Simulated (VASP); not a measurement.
# Hf8AlO16 (a cell with a defect) (Al interstitial hop between voids) in VASP: further runs, part 2 of 2

VASP 6.6.1. Earlier steps stand in the parts before.

### 3 Single point, PBE0, collinear spin

The input, POSCAR:

```
Hf8AlO16
1.0
    0.0000000000      5.0697034800      5.1017273300
    5.2943205200      0.0000000000      5.1017273300
    5.2943205200      5.0697034800      0.0000000000
Hf O Al
8 16 1
Direct
    0.2322241100      0.0190818200      0.0134651900
    0.6765450200      0.5341205100      0.5953311700
    0.3446764500      0.4554242100      0.9650783600
    0.7774054800      0.9986765200      0.4720409900
    0.2317806400      0.0432670800      0.4756728000
    0.7079400000      0.5421147900      0.0018678100
    0.2439583700      0.5121972600      0.4677568100
    0.7541499500      1.0034717900      0.9501503500
   -0.0031361200      0.3100724200      0.1035148700
    0.5317294400      0.8731068100      0.5145980900
    0.3941945700      0.4390594200      0.6774350600
    0.9162046200      0.9124214100      0.1826123800
    0.1583067900      0.3796401100      0.3223819100
    0.6029765100      0.9086071400      0.8316913200
    0.3476243600      0.6652602200      0.1069923700
    0.8613115000      0.1503869900      0.6022898700
    0.1462325200      0.8570338500      0.4081438600
    0.6952724200      0.3078792300      0.9323926100
    0.4063474800      0.1048449100      0.1167673800
    0.8991611400      0.6002996200      0.6524127200
    0.1824757800      0.1499626600      0.7221655900
    0.6573127700      0.6757226500      0.2282659800
    0.0477818700      0.7208546000      0.9110374700
    0.5631998700      0.2933884600      0.3460126800
    0.9387319800      0.5786065000      0.2112416600
```

The input, INCAR.step1:

```
SYSTEM = Hf8AlO16
PREC = Accurate
ENCUT = 520
EDIFF = 1E-5
ISMEAR = -1
SIGMA = 0.01
LREAL = .FALSE.
LASPH = .TRUE.
NELM = 200
ALGO = Normal
ISIF = 2
LWAVE = .TRUE.
LCHARG = .FALSE.
ISPIN = 2
MAGMOM = 0 0.09 0.06 0 0 0.09 0.02 0.01 0.01 0.01 0.02 0.01 0.02 0 0.02 0 0 0.01 0 0.01 0 0 0.01 0 0.01
LORBIT = 11
NUPDOWN = 1.0
LMAXMIX = 4
NBANDS = 112
GGA = PE
GGA_COMPAT = .FALSE.
```

The input, INCAR.step2:

```
SYSTEM = Hf8AlO16
PREC = Accurate
ENCUT = 520
EDIFF = 1E-6
ISMEAR = -1
SIGMA = 0.01
LREAL = .FALSE.
LASPH = .TRUE.
NELM = 200
ALGO = Normal
ISIF = 2
LWAVE = .FALSE.
LCHARG = .FALSE.
ISPIN = 2
MAGMOM = 0 0.09 0.06 0 0 0.09 0.02 0.01 0.01 0.01 0.02 0.01 0.02 0 0.02 0 0 0.01 0 0.01 0 0 0.01 0 0.01
LORBIT = 11
NUPDOWN = 1.0
LMAXMIX = 4
GGA = PE
LHFCALC = .TRUE.
AEXX = 0.25
PRECFOCK = Fast
NBANDS = 112
ISTART = 1
GGA_COMPAT = .FALSE.
```

The input, KPOINTS:

```
Automatic mesh
0
G
  1 1 1
  0 0 0
```

Potentials or basis: VASP PAW PBE potentials, release 64 (Hf_pv, O, Al).

Run with:

```console
$ cat potpaw_PBE.64/Hf_pv/POTCAR potpaw_PBE.64/O/POTCAR potpaw_PBE.64/Al/POTCAR > POTCAR
$ cp INCAR.step1 INCAR
$ mpirun -np 1 vasp_gam > vasp.out
$ cp INCAR.step2 INCAR
$ mpirun -np 1 vasp_gam > vasp.out
```

OUTCAR:

```text
SYSTEM = Hf8AlO16
   PREC = Accurate
   ENCUT = 520
   EDIFF = 1E-6
   ISMEAR = -1
   LREAL = .FALSE.
   LASPH = .TRUE.
   NELM = 200
   ISIF = 2
   ISPIN = 2
   LORBIT = 11
   NUPDOWN = 1.0
   GGA = PE
   LHFCALC = .TRUE.
   AEXX = 0.25
   PRECFOCK = Fast
   ISTART = 1

 ion  position               nearest neighbor table
   1  0.232  0.019  0.013-  21 1.97  15 2.12   9 2.17  19 2.18  14 2.25  12 2.31  17 2.36   4 3.36
                             7 3.47   5 3.48   3 3.49   6 3.50   8 3.50   7 3.75   8 3.75   6 3.84
   2  0.677  0.534  0.595-  10 2.04  20 2.15  18 2.17  11 2.18  22 2.38  16 2.44  25 2.46   3 2.61
                             6 3.13   8 3.32   4 3.41   5 3.54   7 3.65   7 3.75
   3  0.345  0.455  0.965-  11 2.02  23 2.11  19 2.11  18 2.14  13 2.18  15 2.28  25 2.56   2 2.61
                             9 2.73   6 3.13   8 3.19   5 3.39   1 3.49   7 3.60   7 3.83
   4  0.777  0.999  0.472-  24 1.99  12 2.15  14 2.18  10 2.20  16 2.20  17 2.22  20 2.38   9 2.83
                             1 3.36   2 3.41   8 3.44   5 3.45   7 3.50   6 3.58   6 3.67   5 3.76
   5  0.232  0.043  0.476-  10 1.97  13 2.01  17 2.08  21 2.14  19 2.19  16 2.21   3 3.39  25 3.40
[... 523 lines left out ...]
    total drift:                                0.000156     -0.000253      0.000017

  FREE ENERGIE OF THE ION-ELECTRON SYSTEM (eV)
  ---------------------------------------------------
  free  energy   TOTEN  =      -308.0468457132 eV

  energy  without entropy=     -308.0468457132  energy(sigma->0) =     -308.04684571

 total charge

# of ion       s       p       d       tot
------------------------------------------
    1        0.309   6.581   1.364   8.254
    2        0.369   6.507   1.820   8.696
    3        0.351   6.651   1.712   8.715
    4        0.304   6.588   1.345   8.238
    5        0.326   6.652   1.453   8.431
    6        0.309   6.618   1.475   8.402
[... 17 lines left out ...]
   24        1.567   3.561   0.000   5.127
   25        0.445   0.479   0.000   0.924
--------------------------------------------------
tot         28.141 110.486  12.075 150.702

 magnetization (x)

# of ion       s       p       d       tot
------------------------------------------
    1        0.001   0.001   0.011   0.012
    2        0.002   0.025   0.201   0.227
    3        0.002   0.008   0.130   0.140
    4       -0.000  -0.000   0.005   0.004
    5        0.001   0.001   0.010   0.013
    6        0.002   0.014   0.175   0.192
[... 17 lines left out ...]
   24        0.000  -0.001   0.000  -0.001
   25        0.007   0.006   0.000   0.013
--------------------------------------------------
tot          0.026   0.128   0.596   0.750
```

OSZICAR.step1:

```text
N       E                     dE             d eps       ncg     rms          rms(c)
DAV:   1     0.174958576446E+04    0.17496E+04   -0.11558E+05   456   0.169E+03
DAV:   2    -0.125864684788E+03   -0.18755E+04   -0.17907E+04   592   0.471E+02
DAV:   3    -0.276627344026E+03   -0.15076E+03   -0.14958E+03   528   0.119E+02
DAV:   4    -0.279781062775E+03   -0.31537E+01   -0.31407E+01   528   0.183E+01
DAV:   5    -0.279837499378E+03   -0.56437E-01   -0.56341E-01   528   0.235E+00    0.150E+02
DAV:   6    -0.240138703010E+03    0.39699E+02   -0.21200E+02   520   0.411E+01    0.122E+02
DAV:   7    -0.239526961261E+03    0.61174E+00   -0.13205E+01   544   0.128E+01    0.677E+01
DAV:   8    -0.239543304624E+03   -0.16343E-01   -0.13932E+00   552   0.464E+00    0.135E+01
DAV:   9    -0.239479735617E+03    0.63569E-01   -0.30517E-01   504   0.207E+00    0.407E+00
DAV:  10    -0.239471485964E+03    0.82497E-02   -0.55345E-02   552   0.935E-01    0.221E+00
DAV:  11    -0.239471522941E+03   -0.36977E-04   -0.14322E-02   520   0.438E-01    0.400E-01
DAV:  12    -0.239471485969E+03    0.36972E-04   -0.21857E-03   536   0.185E-01    0.206E-01
DAV:  13    -0.239471578539E+03   -0.92570E-04   -0.32600E-04   520   0.656E-02    0.105E-01
DAV:  14    -0.239471608000E+03   -0.29462E-04   -0.76379E-05   456   0.353E-02    0.472E-02
DAV:  15    -0.239471615289E+03   -0.72890E-05   -0.15382E-05   304   0.156E-02
   1 F= -.23947162E+03 E0= -.23947162E+03  d E =-.900094E-14  mag=     1.0000
```

Run time: 9.9 min. Hardware: 1 thread of Intel Xeon 6975P-C, shared host; peak memory 0.6 GiB.

Results:

| Item | Value |
| --- | --- |
| Free energy | -308.0468 eV |
| Pressure | 0.9 GPa |
| Largest force | 0.449 eV/Å |
| Net moment | 1.00 μB per cell |
| Site moments | Hf +0.01, +0.23, +0.14, +0.00, +0.19, +0.04, +0.03; O +0.01, -0.00, +0.02, +0.00; Al +0.01 μB |
| Valence electrons inside the program's atomic spheres | Hf 8.25, 8.70, 8.71, 8.24, 8.43, 8.40, 8.33, 8.49; O 5.06, 5.16, 5.14, 5.08, 5.25, 5.13, 5.15, 5.12, 5.18, 5.17, 5.10; Al 0.92 |

Forces on the atoms (eV/Å):
```
Hf  -0.059  0.054 -0.053
Hf   0.298  0.046 -0.247
Hf  -0.219  0.155  0.140
Hf   0.028 -0.142 -0.223
Hf   0.040 -0.025  0.216
Hf  -0.042 -0.112 -0.187
Hf  -0.075  0.122  0.013
Hf   0.158 -0.117 -0.048
O   -0.075 -0.115  0.013
O   -0.015 -0.148 -0.050
O    0.186 -0.047  0.054
O    0.057 -0.055  0.070
O   -0.116 -0.161  0.083
O    0.017  0.192  0.105
O    0.075  0.137  0.038
O   -0.055  0.232 -0.106
O    0.036 -0.109  0.061
O   -0.075 -0.323 -0.173
O   -0.003 -0.102  0.110
O   -0.004 -0.052  0.063
O   -0.066  0.167 -0.020
O   -0.332  0.174  0.246
O    0.237  0.223 -0.165
O    0.056  0.108  0.025
Al  -0.051 -0.104  0.033
```

Stress tensor (GPa, compression positive):
```
 1.93 -2.17 -5.94
-2.17 -1.06 -0.21
-5.94 -0.21  1.93
```

Caveat: the k points lie up to 1.06 Å⁻¹ apart; the PAW data sets were made with another functional, which shifts forces and pressure a little; the total moment is fixed, so each spin has its own Fermi level.

### 4 Single point, PBE0, collinear spin

The input, POSCAR:

```
Hf8AlO16
1.0
    0.0000000000      5.0697034800      5.1017273300
    5.2943205200      0.0000000000      5.1017273300
    5.2943205200      5.0697034800      0.0000000000
Hf O Al
8 16 1
Direct
    0.2340326600      0.0132598900      0.0306186800
    0.6595455100      0.5623040800      0.5765838500
    0.2748279100      0.4987754100      0.9798901400
    0.7958906100      0.9640619000      0.4979538800
    0.2214890200     -0.0071693100      0.5507686600
    0.6904955200      0.5576844300     -0.0154114000
    0.2659864200      0.4756759500      0.4777696200
    0.7297098200      0.9916685900      1.0253343700
    0.0184270300      0.3691156400      0.0181842500
    0.5670283500      0.9113569600      0.4218620600
    0.3938791300      0.4440323100      0.6865450900
    0.9315505100      0.9629448100      0.1624913100
    0.1102031200      0.3772521400      0.3391566900
    0.5974454900      0.8991189000      0.8501640100
    0.3365104800      0.6500351200      0.1266347900
    0.8298081600      0.1728813400      0.6134814900
    0.1511113000      0.8161433600      0.4362601000
    0.6303103700      0.3440380600      0.9324568300
    0.3789372100      0.1057940100      0.1298818300
    0.8766053700      0.6020119600      0.6457883900
    0.2086727500      0.1620091500      0.7132861000
    0.7118203200      0.6326470900      0.2357057000
    0.0412620900      0.8010250100      0.8583691500
    0.6142317500      0.3012662600      0.3361557600
    0.8969272700      0.3377232900      0.3068011900
```

The input, INCAR.step1:

```
ALGO = Normal ; EDIFF = 1E-5
ENCUT = 520 ; GGA = PE
GGA_COMPAT = False ; ISIF = 2
ISMEAR = -1 ; ISPIN = 2
LASPH = True ; LCHARG = False
LMAXMIX = 4 ; LORBIT = 11
LREAL = False ; LWAVE = True
MAGMOM = 0.01 0 0 0.14 0.01 0 0.01 0.01 0.04 0.01 0 0 0.01 0 0.01 0.04 0.04 0 0 0 0 0 0 0.01 0.03 ; NBANDS = 112
NELM = 200 ; NUPDOWN = 1.0
PREC = Accurate ; SIGMA = 0.01
```

The input, INCAR.step2:

```
AEXX = 0.25 ; ALGO = Normal
EDIFF = 1E-6 ; ENCUT = 520
GGA = PE ; GGA_COMPAT = False
ISIF = 2 ; ISMEAR = -1
ISPIN = 2 ; ISTART = 1
LASPH = True ; LCHARG = False
LHFCALC = True ; LMAXMIX = 4
LORBIT = 11 ; LREAL = False
LWAVE = False ; MAGMOM = 0.01 0 0 0.14 0.01 0 0.01 0.01 0.04 0.01 0 0 0.01 0 0.01 0.04 0.04 0 0 0 0 0 0 0.01 0.03
NBANDS = 112 ; NELM = 200
NUPDOWN = 1.0 ; PREC = Accurate
PRECFOCK = Fast ; SIGMA = 0.01
```

The input, KPOINTS:

```
k-points
0
Gamma
  1 1 1
```

Run with:

```console
$ cat potpaw_PBE.64/Hf_pv/POTCAR potpaw_PBE.64/O/POTCAR potpaw_PBE.64/Al/POTCAR > POTCAR
$ cp INCAR.step1 INCAR
$ mpirun -np 1 vasp_gam > vasp.out
$ cp INCAR.step2 INCAR
$ mpirun -np 1 vasp_gam > vasp.out
```

It took 5.2 min on 1 thread of AMD EPYC 7R13 (Zen 3), shared host; peak memory 0.54 GiB.

The run converged. Its results:

- Free energy: -310.2116 eV
- Pressure: -0.4 GPa
- Largest force: 0.343 eV/Å
- Net moment: 1.00 μB per cell
- Site moments: Hf +0.04, -0.00, +0.30, +0.03, +0.01; O +0.04, +0.01, +0.00, +0.03, -0.00; Al +0.07 μB
- Valence electrons inside the program's atomic spheres: Hf 8.37, 8.57, 8.43, 8.39, 8.26, 8.54, 8.27, 8.21; O 5.16, 5.14, 5.15, 5.13, 5.17, 5.11, 5.12; Al 0.89

Forces in eV/Å, atoms in the order of the input:
```
Hf   0.114 -0.006 -0.082
Hf   0.069  0.051 -0.084
Hf  -0.161 -0.039 -0.041
Hf  -0.109 -0.170  0.069
Hf   0.066  0.052 -0.042
Hf  -0.004  0.055 -0.110
Hf   0.117  0.088  0.069
Hf   0.139  0.079 -0.029
O    0.193  0.023 -0.086
O   -0.017  0.119 -0.225
O    0.092 -0.110  0.144
O    0.014 -0.078  0.112
O   -0.166 -0.073 -0.025
O   -0.137  0.179 -0.158
O   -0.082  0.182  0.104
O   -0.138 -0.028  0.182
O    0.006  0.004  0.004
O    0.112 -0.170  0.072
O   -0.229 -0.131 -0.004
O    0.205 -0.254 -0.108
O   -0.161  0.079  0.030
O   -0.087  0.163 -0.032
O    0.069  0.078  0.176
O    0.106 -0.005  0.071
Al  -0.012 -0.090 -0.005
```

Stress tensor (GPa, compression positive):
```
 1.69  0.72  0.22
 0.72 -3.65  0.66
 0.22  0.66  0.90
```

Caveat: the k points lie up to 1.06 Å⁻¹ apart; the PAW data sets were made with another functional, which shifts forces and pressure a little; the total moment is fixed, so each spin has its own Fermi level.
